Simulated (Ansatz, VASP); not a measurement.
# SiC: VASP beside Ansatz

```xyz
2
Lattice="0.0000 2.1800 2.1800 2.1800 0.0000 2.1800 2.1800 2.1800 0.0000" Properties=species:S:1:pos:R:3 pbc="T T T"
Si    0.0000    0.0000    0.0000
C     1.0900    1.0900    1.0900
```

Alike in both runs: task single point; functional LDA; k mesh 10 × 10 × 10; no spin polarisation.

|  | VASP | Ansatz |
| --- | --- | --- |
| version | VASP 6.6.1 | Ansatz 0.2.0 |
| potentials or method | VASP PAW LDA potentials, release 64 (Si, C), cutoff 600 eV | scalar-relativistic, plane waves, PAW |
| occupations | gaussian, width 0.01 eV | fixed |
| valence electrons in the cell | 8 | 8 |

```tsv
	VASP	Ansatz	Ansatz less VASP
gap on the k mesh at the Fermi level (eV)	1.31	1.32	+0.012
least direct gap on the mesh (eV)	4.50	4.51	+0.012
pressure (GPa)	-4.5	-4.7	-0.25
```

LDA's correlation is that of Perdew and Zunger in VASP and of Perdew and Wang (1992) in Ansatz.
